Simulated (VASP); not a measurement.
Wanted: the native input for a VASP 6.6.1 run.

| Quantity | Value |
| --- | --- |
| Task | relaxation of cell and atoms |
| Functional | PBE |
| Potentials or basis | VASP PAW PBE potentials, release 64 (Pb_d) |
| Cutoff | 600 eV |
| k mesh | 16 × 16 × 16 |
| Occupations | fermi-dirac, width 0.05 eV |
| Spin | no spin polarisation |
| Target pressure | 64 GPa |
| Dipole correction | no |
| Further INCAR settings | ALGO = Normal; EDIFF = 1e-06; IBRION = 2; EDIFFG = -0.005; NSW = 60; ISIF = 3 |

The structure of Pb lies in POSCAR:

```
Pb
1.0
   -1.6992477321      1.6992477321      1.6992477321
    1.6992477321     -1.6992477321      1.6992477321
    1.6992477321      1.6992477321     -1.6992477321
Pb
1
Direct
    0.0000000000      0.0000000000      0.0000000000
```

This isn't the form of Pb at room conditions, which is fcc.

One way to write it, as run:

INCAR

```
PREC = Accurate
ENCUT = 600
EDIFF = 1E-6
ISMEAR = -1
SIGMA = 0.05
LREAL = False
LASPH = True
NELM = 80
ALGO = Normal
ISIF = 3
LWAVE = False
LCHARG = False
GGA = PE
IBRION = 2
NSW = 60
EDIFFG = -0.005
PSTRESS = 640.0
```

KPOINTS

```
Automatic mesh
0
Gamma
  16 16 16
```

Potentials or basis: VASP PAW PBE potentials, release 64 (Pb_d).

The run is started by

```console
$ cat potpaw_PBE.64/Pb_d/POTCAR > POTCAR
$ mpirun -np 1 vasp_std > vasp.out
```

Results of the run:

```json
{
 "Relaxed volume": "19.52 Å³/atom",
 "Relaxed cell": "a = 2.938 Å, b = 2.938 Å, c = 2.938 Å, α = 109.47°, β = 109.47°, γ = 109.47°",
 "Space group after relaxing (to 0.1 Å)": "Im-3m (No. 229)",
 "Energy change on relaxing (the run minimises the enthalpy)": "+41.1 meV/atom",
 "Ionic steps": "3",
 "Pressure after relaxing": "64.0 GPa",
 "Band gap on the k mesh": "zero (bands 7 and 8 overlap by 14.53 eV)"
}
```

Caveat: the cell is relaxed towards a set pressure, so the run minimises the enthalpy, not the energy; spin-orbit coupling is left out, which moves the levels of the heavy elements.

Wall time 46 s on 1 thread of Intel(R) Xeon(R) Platinum 8488C (Sapphire Rapids), with other jobs on the host, peak memory 0.18 GiB.
